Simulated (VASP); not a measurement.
# BN (P6_3/mmc) in VASP: further runs

BN is run at these levels: PBE+D3(BJ); tasks: single point, relaxation of shape and atoms at fixed volume.

All numbers are computed with VASP 6.6.1; they aren't measurements. Logs are shortened: lines on timing, memory, paths and dates and some standing lists are left out, and cuts for length are marked.

## 1. The cell of the first run

Symmetry: P6_3/mmc, No. 194, hexagonal system. The conventional cell has a = 2.509 Å, b = 2.509 Å, c = 6.866 Å, α = 90.00°, β = 90.00°, γ = 120.00°. B (site symmetry -6m2) has 3 N at 1.45 Å within 1.9 Å. N (site symmetry -6m2) has 3 B at 1.45 Å within 1.9 Å.

## 2. Single point, PBE+D3(BJ) (9.36 Å³/atom)

The input, INCAR:

```
PREC = Accurate ; ENCUT = 520
EDIFF = 1E-6 ; ISMEAR = 0
SIGMA = 0.05 ; LREAL = False
LASPH = True ; NELM = 80
ALGO = Normal ; ISIF = 2
LWAVE = False ; LCHARG = False
GGA = PE ; IVDW = 12
NBANDS = 16
```

The input, KPOINTS:

```
regular mesh
0
Gamma
  12 12 4
```

The input, POSCAR:

```
BN
1.0
    2.5087338168      0.0000000000      0.0000000000
   -1.2543669084      2.1726272167      0.0000000000
    0.0000000000      0.0000000000      6.8660327285
B N
2 2
Direct
    0.3333333333      0.6666666667      0.2500000000
    0.6666666667      0.3333333333      0.7500000000
    0.3333333333      0.6666666667      0.7500000000
    0.6666666667      0.3333333333      0.2500000000
```

Potentials or basis: VASP PAW PBE potentials, release 64 (B, N).

Launch:

```
$ cat potpaw_PBE.64/B/POTCAR potpaw_PBE.64/N/POTCAR > POTCAR
$ mpirun -np 1 vasp_std > vasp.out
```

OUTCAR:

```text
PREC = Accurate
   ENCUT = 520
   EDIFF = 1E-6
   ISMEAR = 0
   LREAL = False
   LASPH = True
   NELM = 80
   ISIF = 2
   GGA = PE
   IVDW = 12
 IVDW          = 12

 ion  position               nearest neighbor table
   1  0.333  0.667  0.250-   4 1.45   4 1.45   4 1.45
   2  0.667  0.333  0.750-   3 1.45   3 1.45   3 1.45
   3  0.333  0.667  0.750-   2 1.45   2 1.45   2 1.45
   4  0.667  0.333  0.250-   1 1.45   1 1.45   1 1.45

  LATTYP: Found a hexagonal cell.
 ALAT       =     2.5087338168
 C/A-ratio  =     2.7368518264

  Lattice vectors:

 A1 = (   2.5087338168,   0.0000000000,   0.0000000000)
 A2 = (  -1.2543669084,   2.1726272167,   0.0000000000)
 A3 = (   0.0000000000,   0.0000000000,   6.8660327285)

Analysis of symmetry for initial positions (statically):
=====================================================================
 Subroutine PRICEL returns:
 Original cell was already a primitive cell.

 Routine SETGRP: Setting up the symmetry group for a
 hexagonal supercell.

 Subroutine GETGRP returns: Found 24 space group operations
 (whereof 12 operations were pure point group operations)
 out of a pool of 24 trial point group operations.

The static configuration has the point symmetry D_3d.
 The point group associated with its full space group is D_6h.

Analysis of symmetry for dynamics (positions and initial velocities):
=====================================================================
 Subroutine PRICEL returns:
 Original cell was already a primitive cell.

 Routine SETGRP: Setting up the symmetry group for a
 hexagonal supercell.

 Subroutine GETGRP returns: Found 24 space group operations
 (whereof 12 operations were pure point group operations)
 out of a pool of 24 trial point group operations.

The dynamic configuration has the point symmetry D_3d.
 The point group associated with its full space group is D_6h.

 Subroutine INISYM returns: Found 24 space group operations
 (whereof 12 operations are pure point group operations),
 and found     1 'primitive' translations

----------------------------------------------------------------------------------------

                                     Primitive cell

  volume of cell :      37.4236

  direct lattice vectors                    reciprocal lattice vectors
     2.508733817  0.000000000  0.000000000     0.398607454  0.230136121  0.000000000
    -1.254366908  2.172627217  0.000000000     0.000000000  0.460272242  0.000000000
     0.000000000  0.000000000  6.866032728     0.000000000  0.000000000  0.145644514

  length of vectors
     2.508733817  2.508733817  6.866032728     0.460272242  0.460272242  0.145644514

  position of ions in fractional coordinates (direct lattice)
     0.333333333  0.666666667  0.250000000
     0.666666667  0.333333333  0.750000000
     0.333333333  0.666666667  0.750000000
     0.666666667  0.333333333  0.250000000

  ion indices of the primitive-cell ions
   primitive index   ion index
                 1           1
                 2           2
                 3           3
                 4           4

----------------------------------------------------------------------------------------

 KPOINTS: regular mesh

Automatic generation of k-mesh.
 Grid dimensions read from file:
 generate k-points for:   12   12    4

 Generating k-lattice:

  Cartesian coordinates                     Fractional coordinates (reciprocal lattice)
     0.033217288  0.019178010  0.000000000     0.083333333  0.000000000  0.000000000
     0.000000000  0.038356020  0.000000000     0.000000000  0.083333333  0.000000000
     0.000000000  0.000000000  0.036411129     0.000000000  0.000000000  0.250000000

  Length of vectors
     0.038356020  0.038356020  0.036411129

  Shift w.r.t. Gamma in fractional coordinates (k-lattice)
     0.000000000  0.000000000  0.000000000

 Subroutine IBZKPT returns following result:
 ===========================================

 Found     57 irreducible k-points:

 Following reciprocal coordinates:
            Coordinates               Weight
  0.000000  0.000000  0.000000      1.000000
  0.083333  0.000000  0.000000      6.000000
  0.166667  0.000000  0.000000      6.000000
  0.250000  0.000000  0.000000      6.000000
  0.333333  0.000000  0.000000      6.000000
  0.416667  0.000000  0.000000      6.000000
[... 16 lines left out ...]
  0.250000  0.000000  0.250000     12.000000
  0.333333  0.000000  0.250000     12.000000
 [... further k-points ...]
   k-points           NKPTS =     57   k-points in BZ     NKDIM =     57   number of bands    NBANDS=     16
   number of dos      NEDOS =    301   number of ions     NIONS =      4
   total plane-waves  NPLWV =  21600
   dimension x,y,z NGX =    20 NGY =   20 NGZ =   54
   dimension x,y,z NGXF=    40 NGYF=   40 NGZF=  108
   ions per type =               2   2
   NGX,Y,Z   is equivalent  to a cutoff of  13.25, 13.25, 13.07 a.u.
   NGXF,Y,Z  is equivalent  to a cutoff of  26.51, 26.51, 26.15 a.u.
 SYSTEM =  unknown system
   PREC   = accura    normal or accurate (medium, high low for compatibility)
   ISTART =      0    job   : 0-new  1-cont  2-samecut
   ICHARG =      2    charge: 1-file 2-atom 10-const
   ISPIN  =      1    spin polarized calculation?
   LNONCOLLINEAR =      F non collinear calculations
   LSORBIT =      F    spin-orbit coupling
   LASPH  =      T    aspherical Exc in radial PAW
   ENCUT  =  520.0 eV  38.22 Ry    6.18 a.u.   4.66  4.66 12.77*2*pi/ulx,y,z
   NELM   =     80;   NELMIN=  2; NELMDL= -5     # of ELM steps
   EDIFF  = 0.1E-05   stopping-criterion for ELM
   LREAL  =      F    real-space projection
   EDIFFG = 0.1E-04   stopping-criterion for IOM
   NSW    =      0    number of steps for IOM
   IBRION =     -1    ionic relax: 0-MD 1-quasi-New 2-CG
   NFREE  =      0    steps in history (QN), initial steepest desc. (CG)
   ISIF   =      2    stress and relaxation
   ISYM   =      2    0-nonsym 1-usesym 2-fastsym
   POTIM  = 0.5000    time-step for ionic-motion
   TEBEG  =    0.0;   TEEND  =   0.0 temperature during run
   PSTRESS=    0.0 pullay stress
   NELECT =      16.0000    total number of electrons
   NUPDOWN=      -1.0000    fix difference up-down
   EMIN   =  10.00;   EMAX   =-10.00  energy-range for DOS
   EFERMI =   0.00;   METHOD = LEGACY
   ISMEAR =     0;   SIGMA  =   0.05  broadening in eV -4-tet -1-fermi 0-gaus
   EFERMI_NEDOS =   21; number of points for ismear=-14 and -15
   IALGO  =     38    algorithm
   IMIX   =      4    mixing-type and parameters
     AMIX     =   0.40;   BMIX     =  1.00
     AMIX_MAG =   1.60;   BMIX_MAG =  1.00
  volume/ion in A,a.u.               =       9.36        63.14
  Fermi-wavevector in a.u.,A,eV,Ry     =   1.233293  2.330586 20.694620  1.521012
  Thomas-Fermi vector in A             =   2.368029
   LORBIT       =      0    0 simple, 1 ext, 2 COOP (PROOUT), +10 PAW based schemes
   GGA     = PE    functional components
   LHFCALC =     F    Hartree Fock is set to
   AEXX    =    0.0000 exact exchange contribution
   IVDW    =    12    specifies the selected vdW correction
   LEPSILON=     F    determine dielectric tensor
   LRPA    =     F    only Hartree local field effects (RPA)
 non-spin polarized calculation
 Gauss-broadening in eV      SIGMA  =   0.05
  energy-cutoff  :      520.00
  volume of cell :       37.42
 maximum number of plane-waves:      1046
 NGX is ok and might be reduce to    20
   NGX =  9   NGY =  9   NGZ = 25

 number of electron      16.0000001 magnetization

 Free energy of the ion-electron system (eV)
  ---------------------------------------------------
  ext. energy  EPLUGINS =         0.00000000
  ---------------------------------------------------
  free energy    TOTEN  =       -35.17392476 eV

  energy without entropy =      -35.17392476  energy(sigma->0) =      -35.17392476

 E-fermi :   2.2502     XC(G=0):  -9.8375

 val. band max:        1.9863678129   @ k =   0.3333   0.3333   0.5000
 cond. band min:       6.3023655060   @ k =   0.5000   0.0000   0.0000
 fundamental gap:      4.3159976931
 Fermi energy:         2.2501730503

 k-point     1 :       0.0000    0.0000    0.0000
  band No.  band energies     occupation
      1     -15.7481      2.00000
      2     -15.5207      2.00000
      3      -4.0612      2.00000
      4      -2.2553      2.00000
      5       0.6488      2.00000
      6       0.6488      2.00000
[... 8 lines left out ...]
     15      13.9296      0.00000
     16      14.9071      0.00000

 k-point     2 :       0.0833    0.0000    0.0000
  band No.  band energies     occupation
      1     -15.6132      2.00000
      2     -15.3894      2.00000
      3      -3.8760      2.00000
      4      -2.0870      2.00000
      5       0.0927      2.00000
      6       0.1137      2.00000
[... 8 lines left out ...]
     15      14.4192      0.00000
     16      14.4396      0.00000

 k-point     3 :       0.1667    0.0000    0.0000
  band No.  band energies     occupation
      1     -15.2156      2.00000
      2     -15.0031      2.00000
      3      -3.3272      2.00000
      4      -1.5921      2.00000
      5      -1.3174      2.00000
      6      -1.2921      2.00000
[... 8 lines left out ...]
     15      15.6919      0.00000
     16      15.7807      0.00000

 k-point     4 :       0.2500    0.0000    0.0000
  band No.  band energies     occupation
      1     -14.5822      2.00000
      2     -14.3893      2.00000
      3      -3.1073      2.00000
      4      -3.0654      2.00000
      5      -2.4405      2.00000
      6      -0.9672      2.00000
[... 8 lines left out ...]
     15      16.8660      0.00000
     16      17.9512      0.00000
[... 324 lines left out ...]
 k-point    22 :       0.1667    0.0000    0.2500
  band No.  band energies     occupation
      1     -15.1857      2.00000
      2     -15.0355      2.00000
      3      -3.1148      2.00000
      4      -1.9114      2.00000
      5      -1.3085      2.00000
      6      -1.2805      2.00000
[... 8 lines left out ...]
     15      15.7043      0.00000
     16      15.7673      0.00000

 k-point    23 :       0.2500    0.0000    0.2500
  band No.  band energies     occupation
      1     -14.5549      2.00000
      2     -14.4186      2.00000
      3      -3.1102      2.00000
      4      -3.0766      2.00000
      5      -2.2244      2.00000
      6      -1.0834      2.00000
[... 8 lines left out ...]
     15      17.9637      0.00000
     16      18.0276      0.00000

 k-point    24 :       0.3333    0.0000    0.2500
  band No.  band energies     occupation
      1     -13.7572      2.00000
      2     -13.6431      2.00000
      3      -4.8827      2.00000
      4      -4.8410      2.00000
      5      -1.5858      2.00000
      6      -1.5540      2.00000
[... 8 lines left out ...]
     15      18.5504      0.00000
     16      20.4810      0.00000

 [... further k-points ...]

------------------------ aborting loop because EDIFF is reached ----------------------------------------

 Edisp (eV)   -0.53988

 E8    (eV) :    -0.1574

  FORCE on cell =-STRESS in cart. coord.  units (eV):
  Direction    XX          YY          ZZ          XY          YZ          ZX
  --------------------------------------------------------------------------------------
  -------------------------------------------------------------------------------------
  Total      -0.16404    -0.16404    -0.23210    -0.00000     0.00000     0.00000
  in kB      -7.02306    -7.02306    -9.93658    -0.00000     0.00000     0.00000
  external pressure =       -7.99 kB  Pullay stress =        0.00 kB

 VOLUME and BASIS-vectors are now :
 -----------------------------------------------------------------------------
  energy-cutoff  :      520.00
  volume of cell :       37.42
      direct lattice vectors                 reciprocal lattice vectors
     2.508733817  0.000000000  0.000000000     0.398607454  0.230136121  0.000000000
    -1.254366908  2.172627217  0.000000000     0.000000000  0.460272242  0.000000000
     0.000000000  0.000000000  6.866032728     0.000000000  0.000000000  0.145644514

 POSITION                                       TOTAL-FORCE (eV/Angst)
 -----------------------------------------------------------------------------------
     -0.00000      1.44842      1.71651        -0.000000     -0.000000      0.000000
      1.25437      0.72421      5.14952         0.000000      0.000000      0.000000
     -0.00000      1.44842      5.14952        -0.000000      0.000000      0.000000
      1.25437      0.72421      1.71651         0.000000     -0.000000      0.000000
 -----------------------------------------------------------------------------------
    total drift:                               -0.000000      0.000000      0.000000

  FREE ENERGIE OF THE ION-ELECTRON SYSTEM (eV)
  ---------------------------------------------------
  free  energy   TOTEN  =       -35.7138079625 eV

  energy  without entropy=      -35.7138079625  energy(sigma->0) =      -35.71380796
```

Wall time 55 s (1 thread of Intel Xeon 8259CL, shared host); peak memory 0.18 GiB.

Results:

```
Free energy                : -35.7138 eV
Pressure                   : -0.8 GPa
Band gap on the k mesh     : 4.32 eV (least direct gap 4.64 eV)
Dispersion energy per atom : -0.135 eV
```

(Part 1 of 2 ends here.)
